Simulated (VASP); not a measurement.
# CsRh3 (Pm-3m) in VASP: notebook

CsRh3 is run at these levels: PBE; tasks: relaxation of cell and atoms, single point.

Everything below comes from runs of VASP 6.6.1. Logs are shortened: lines on timing, memory, paths and dates and some standing lists are left out, and cuts for length are marked.

### Step 1. The cell of the first run

It takes space group Pm-3m (No. 221, cubic). Conventional cell: a = 4.345 Å, b = 4.345 Å, c = 4.345 Å, α = 90.00°, β = 90.00°, γ = 90.00°. Cs (site symmetry m-3m) has 12 Rh at 3.07 Å within 4.0 Å. Rh (site symmetry 4/mmm) has 4 Cs at 3.07 Å and 8 Rh at 3.07 Å within 4.0 Å.

### Step 2. Relaxation of cell and atoms, PBE

The input, INCAR:

```
SYSTEM = CsRh3
PREC     = Accurate       ! precision mode
ENCUT    = 620            ! plane-wave cutoff, eV
EDIFF    = 1E-7           ! SCF threshold, eV
ISMEAR   = 0              ! smearing method
SIGMA    = 0.1            ! smearing width, eV
LREAL    = .False.        ! projectors in reciprocal space
LASPH    = .True.         ! aspherical terms in the spheres
NELM     = 120            ! most SCF steps
ALGO     = Normal         ! electronic algorithm
ISIF     = 3              ! what is computed and relaxed
LWAVE    = .False.        ! write WAVECAR
LCHARG   = .False.        ! write CHGCAR
GGA      = PE             ! functional
IBRION   = 2              ! ionic algorithm
NSW      = 90             ! ionic steps
EDIFFG   = -0.04          ! ionic threshold
GGA_COMPAT= .False.      
NELMIN   = 4
```

The input, KPOINTS:

```
Automatic mesh
0
Gamma
  4 4 4
  0 0 0
```

The input, POSCAR:

```
CsRh3
1.0
    4.3454268198      0.0000000000      0.0000000000
    0.0000000000      4.3454268198      0.0000000000
    0.0000000000      0.0000000000      4.3454268198
Cs Rh
1 3
Direct
    0.0000000000      0.0000000000      0.0000000000
    0.0000000000      0.5000000000      0.5000000000
    0.5000000000      0.0000000000      0.5000000000
    0.5000000000      0.5000000000      0.0000000000
```

Potentials or basis: VASP PAW PBE potentials, release 64 (Cs_sv, Rh_sv_GW).

The run is started by

```bash
cat potpaw_PBE.64/Cs_sv/POTCAR potpaw_PBE.64/Rh_sv_GW/POTCAR > POTCAR
mpirun -np 1 vasp_std > vasp.out
```

OUTCAR:

```text
SYSTEM = CsRh3
   PREC = Accurate
   ENCUT = 620
   EDIFF = 1E-7
   ISMEAR = 0
   LREAL = .False.
   LASPH = .True.
   NELM = 120
   ISIF = 3
   GGA = PE
   IBRION = 2
   NSW = 90
   EDIFFG = -0.04
   NELMIN = 4

 ion  position               nearest neighbor table
   1  0.000  0.000  0.000-
   2  0.000  0.500  0.500-
   3  0.500  0.000  0.500-
   4  0.500  0.500  0.000-

  LATTYP: Found a simple cubic cell.
 ALAT       =     4.3454268198

  Lattice vectors:

 A1 = (   4.3454268198,   0.0000000000,   0.0000000000)
 A2 = (   0.0000000000,   4.3454268198,   0.0000000000)
 A3 = (   0.0000000000,   0.0000000000,   4.3454268198)

Analysis of symmetry for initial positions (statically):
=====================================================================
 Subroutine PRICEL returns:
 Original cell was already a primitive cell.

 Routine SETGRP: Setting up the symmetry group for a
 simple cubic supercell.

 Subroutine GETGRP returns: Found 48 space group operations
 (whereof 48 operations were pure point group operations)
 out of a pool of 48 trial point group operations.

The static configuration has the point symmetry O_h .

Analysis of symmetry for dynamics (positions and initial velocities):
=====================================================================
 Subroutine PRICEL returns:
 Original cell was already a primitive cell.

 Routine SETGRP: Setting up the symmetry group for a
 simple cubic supercell.

 Subroutine GETGRP returns: Found 48 space group operations
 (whereof 48 operations were pure point group operations)
 out of a pool of 48 trial point group operations.

The dynamic configuration has the point symmetry O_h .

 Subroutine INISYM returns: Found 48 space group operations
 (whereof 48 operations are pure point group operations),
 and found     1 'primitive' translations

----------------------------------------------------------------------------------------

                                     Primitive cell

  volume of cell :      82.0535

  direct lattice vectors                    reciprocal lattice vectors
     4.345426820  0.000000000  0.000000000     0.230126991  0.000000000  0.000000000
     0.000000000  4.345426820  0.000000000     0.000000000  0.230126991  0.000000000
     0.000000000  0.000000000  4.345426820     0.000000000  0.000000000  0.230126991

  length of vectors
     4.345426820  4.345426820  4.345426820     0.230126991  0.230126991  0.230126991

  position of ions in fractional coordinates (direct lattice)
     0.000000000  0.000000000  0.000000000
     0.000000000  0.500000000  0.500000000
     0.500000000  0.000000000  0.500000000
     0.500000000  0.500000000  0.000000000

  ion indices of the primitive-cell ions
   primitive index   ion index
                 1           1
                 2           2
                 3           3
                 4           4

----------------------------------------------------------------------------------------

 KPOINTS: Automatic mesh

Automatic generation of k-mesh.
 Grid dimensions read from file:
 generate k-points for:    4    4    4

 Generating k-lattice:

  Cartesian coordinates                     Fractional coordinates (reciprocal lattice)
     0.057531748  0.000000000  0.000000000     0.250000000  0.000000000  0.000000000
     0.000000000  0.057531748  0.000000000     0.000000000  0.250000000  0.000000000
     0.000000000  0.000000000  0.057531748     0.000000000  0.000000000  0.250000000

  Length of vectors
     0.057531748  0.057531748  0.057531748

  Shift w.r.t. Gamma in fractional coordinates (k-lattice)
     0.000000000  0.000000000  0.000000000

 Subroutine IBZKPT returns following result:
 ===========================================

 Found     10 irreducible k-points:

 Following reciprocal coordinates:
            Coordinates               Weight
  0.000000  0.000000  0.000000      1.000000
  0.250000  0.000000  0.000000      6.000000
  0.500000  0.000000  0.000000      3.000000
  0.250000  0.250000  0.000000     12.000000
  0.500000  0.250000  0.000000     12.000000
  0.500000  0.500000  0.000000      3.000000
  0.250000  0.250000  0.250000      8.000000
  0.500000  0.250000  0.250000     12.000000
  0.500000  0.500000  0.250000      6.000000
  0.500000  0.500000  0.500000      1.000000
   k-points           NKPTS =     10   k-points in BZ     NKDIM =     10   number of bands    NBANDS=     36
   number of dos      NEDOS =    301   number of ions     NIONS =      4
   total plane-waves  NPLWV =  46656
   dimension x,y,z NGX =    36 NGY =   36 NGZ =   36
   dimension x,y,z NGXF=    72 NGYF=   72 NGZF=   72
   ions per type =               1   3
   NGX,Y,Z   is equivalent  to a cutoff of  13.77, 13.77, 13.77 a.u.
   NGXF,Y,Z  is equivalent  to a cutoff of  27.55, 27.55, 27.55 a.u.
 SYSTEM =  CsRh3
   PREC   = accura    normal or accurate (medium, high low for compatibility)
   ISTART =      0    job   : 0-new  1-cont  2-samecut
   ICHARG =      2    charge: 1-file 2-atom 10-const
   ISPIN  =      1    spin polarized calculation?
   LNONCOLLINEAR =      F non collinear calculations
   LSORBIT =      F    spin-orbit coupling
   LASPH  =      T    aspherical Exc in radial PAW
   ENCUT  =  620.0 eV  45.57 Ry    6.75 a.u.   8.82  8.82  8.82*2*pi/ulx,y,z
   NELM   =    120;   NELMIN=  4; NELMDL= -5     # of ELM steps
   EDIFF  = 0.1E-06   stopping-criterion for ELM
   LREAL  =      F    real-space projection
   EDIFFG = -.4E-01   stopping-criterion for IOM
   NSW    =     90    number of steps for IOM
   IBRION =      2    ionic relax: 0-MD 1-quasi-New 2-CG
   NFREE  =      1    steps in history (QN), initial steepest desc. (CG)
   ISIF   =      3    stress and relaxation
   ISYM   =      2    0-nonsym 1-usesym 2-fastsym
   POTIM  = 0.5000    time-step for ionic-motion
   TEBEG  =    0.0;   TEEND  =   0.0 temperature during run
   PSTRESS=    0.0 pullay stress
   NELECT =      60.0000    total number of electrons
   NUPDOWN=      -1.0000    fix difference up-down
   EMIN   =  10.00;   EMAX   =-10.00  energy-range for DOS
   EFERMI =   0.00;   METHOD = LEGACY
   ISMEAR =     0;   SIGMA  =   0.10  broadening in eV -4-tet -1-fermi 0-gaus
   EFERMI_NEDOS =   21; number of points for ismear=-14 and -15
   IALGO  =     38    algorithm
   IMIX   =      4    mixing-type and parameters
     AMIX     =   0.40;   BMIX     =  1.00
     AMIX_MAG =   1.60;   BMIX_MAG =  1.00
  volume/ion in A,a.u.               =      20.51       138.43
  Fermi-wavevector in a.u.,A,eV,Ry     =   1.474889  2.787137 29.596739  2.175299
  Thomas-Fermi vector in A             =   2.589606
   LORBIT       =      0    0 simple, 1 ext, 2 COOP (PROOUT), +10 PAW based schemes
   GGA     = PE    functional components
   LHFCALC =     F    Hartree Fock is set to
   AEXX    =    0.0000 exact exchange contribution
   IVDW    =     0    specifies the selected vdW correction
   LEPSILON=     F    determine dielectric tensor
   LRPA    =     F    only Hartree local field effects (RPA)
 conjugate gradient relaxation of ions
 non-spin polarized calculation
 Gauss-broadening in eV      SIGMA  =   0.10
  energy-cutoff  :      620.00
  volume of cell :       82.05
 maximum number of plane-waves:      2897
 NGX is ok and might be reduce to    36
   NGX = 17   NGY = 17   NGZ = 17

--------------------------------------- Ionic step        1  -------------------------------------------

 number of electron      60.0000033 magnetization

 Free energy of the ion-electron system (eV)
  ---------------------------------------------------
  ext. energy  EPLUGINS =         0.00000000
  ---------------------------------------------------
  free energy    TOTEN  =       -14.49846652 eV

  energy without entropy =      -14.45251739  energy(sigma->0) =      -14.47549195

------------------------ aborting loop because EDIFF is reached ----------------------------------------

  FORCE on cell =-STRESS in cart. coord.  units (eV):
  Direction    XX          YY          ZZ          XY          YZ          ZX
  --------------------------------------------------------------------------------------
  -------------------------------------------------------------------------------------
  Total       -3.9762160     -3.9762160     -3.9762160      0.0000000     -0.0000000      0.0000000
  in kB      -77.6395886    -77.6395886    -77.6395886      0.0000000     -0.0000000      0.0000000
  external PRESSURE =     -77.6395886 kB  Pullay stress =       0.0000000 kB

 VOLUME and BASIS-vectors are now :
 -----------------------------------------------------------------------------
  energy-cutoff  :      620.00
  volume of cell :       82.05
      direct lattice vectors                 reciprocal lattice vectors
     4.345426820  0.000000000  0.000000000     0.230126991  0.000000000  0.000000000
     0.000000000  4.345426820  0.000000000     0.000000000  0.230126991  0.000000000
     0.000000000  0.000000000  4.345426820     0.000000000  0.000000000  0.230126991
[... 39 lines left out ...]
 POSITION                                       TOTAL-FORCE (eV/Angst)
 -----------------------------------------------------------------------------------
      0.00000      0.00000      0.00000        -0.000000      0.000000      0.000000
     -0.00000      2.06852      2.06852         0.000000      0.000000      0.000000
      2.06852     -0.00000      2.06852        -0.000000     -0.000000      0.000000
      2.06852      2.06852      0.00000        -0.000000      0.000000      0.000000
 -----------------------------------------------------------------------------------
    total drift:                                0.000000      0.000000      0.000000

  FREE ENERGIE OF THE ION-ELECTRON SYSTEM (eV)
  ---------------------------------------------------
  free  energy   TOTEN  =       -14.6753992170 eV

  energy  without entropy=      -14.6386610821  energy(sigma->0) =      -14.65703015

--------------------------------------- Ionic step        3  -------------------------------------------

 number of electron      59.9999987 magnetization

 Free energy of the ion-electron system (eV)
  ---------------------------------------------------
  ext. energy  EPLUGINS =         0.00000000
  ---------------------------------------------------
  free energy    TOTEN  =       -14.71802441 eV

  energy without entropy =      -14.67865954  energy(sigma->0) =      -14.69834198

 E-fermi :   7.1413     XC(G=0): -12.3803

 val. band max:        7.1401736550   @ k =   0.5000   0.0000   0.0000
 cond. band min:       7.1967438673   @ k =   0.2500   0.2500   0.0000
 fundamental gap:      0.0565702123
 Fermi energy:         7.1412966395

 k-point     1 :       0.0000    0.0000    0.0000
  band No.  band energies     occupation
      1     -70.4974      2.00000
      2     -70.4668      2.00000
      3     -70.4668      2.00000
      4     -38.4951      2.00000
      5     -38.4951      2.00000
      6     -38.4951      2.00000
[... 401 lines left out ...]
 POSITION                                       TOTAL-FORCE (eV/Angst)
 -----------------------------------------------------------------------------------
      0.00000      0.00000      0.00000        -0.000000      0.000000      0.000000
     -0.00000      2.09830      2.09830         0.000000      0.000000      0.000000
      2.09830     -0.00000      2.09830        -0.000000     -0.000000      0.000000
      2.09830      2.09830      0.00000        -0.000000      0.000000      0.000000
 -----------------------------------------------------------------------------------
    total drift:                                0.000000      0.000000      0.000000

  FREE ENERGIE OF THE ION-ELECTRON SYSTEM (eV)
  ---------------------------------------------------
  free  energy   TOTEN  =       -14.7180244124 eV

  energy  without entropy=      -14.6786595385  energy(sigma->0) =      -14.69834198

 reached required accuracy - stopping structural energy minimisation
```

It took 80 s on 1 thread of AMD EPYC 9R45 (Zen 5), shared host; peak memory 0.2 GiB.

What came out:

```
Free energy                           : -14.7180 eV
Relaxed volume                        : 18.48 Å³/atom
Relaxed cell                          : a = 4.197 Å, b = 4.197 Å, c = 4.197 Å, α = 90.00°, β = 90.00°, γ = 90.00°
Space group after relaxing (to 0.1 Å) : Pm-3m (No. 221)
Energy gained by relaxing             : 54.9 meV/atom
Ionic steps                           : 3
Pressure after relaxing               : 0.0 GPa
Band gap on the k mesh                : zero (bands 30 and 31 overlap by 0.93 eV)
```

The path:
```csv
step,energy change (eV),largest force (eV/Å),pressure (GPa),volume (Å³)
1,0.0000,0.0000,-7.76,82.05
2,-0.1769,0.0000,4.62,70.81
3,-0.2196,0.0000,-0.02,73.91
```

Final structure:
```cif
data_structure
_symmetry_space_group_name_H-M 'P 1'
_symmetry_Int_Tables_number 1
_cell_length_a 4.1966
_cell_length_b 4.1966
_cell_length_c 4.1966
_cell_angle_alpha 90.000
_cell_angle_beta 90.000
_cell_angle_gamma 90.000
_cell_volume 73.91
loop_
_atom_site_label
_atom_site_type_symbol
_atom_site_fract_x
_atom_site_fract_y
_atom_site_fract_z
_atom_site_occupancy
Cs1 Cs 0.00000 0.00000 0.00000 1
Rh1 Rh 0.00000 0.50000 0.50000 1
Rh2 Rh 0.50000 0.00000 0.50000 1
Rh3 Rh 0.50000 0.50000 0.00000 1
```

Caveat: the k points lie up to 0.37 Å⁻¹ apart in the final cell, too coarse for converged energies and pressures of a metal; spin-orbit coupling is left out, which moves the levels of the heavy elements.

(Continued in part 2 of 2.)

The gap in the log of VASP goes by the Fermi energy; the results here count the filled bands.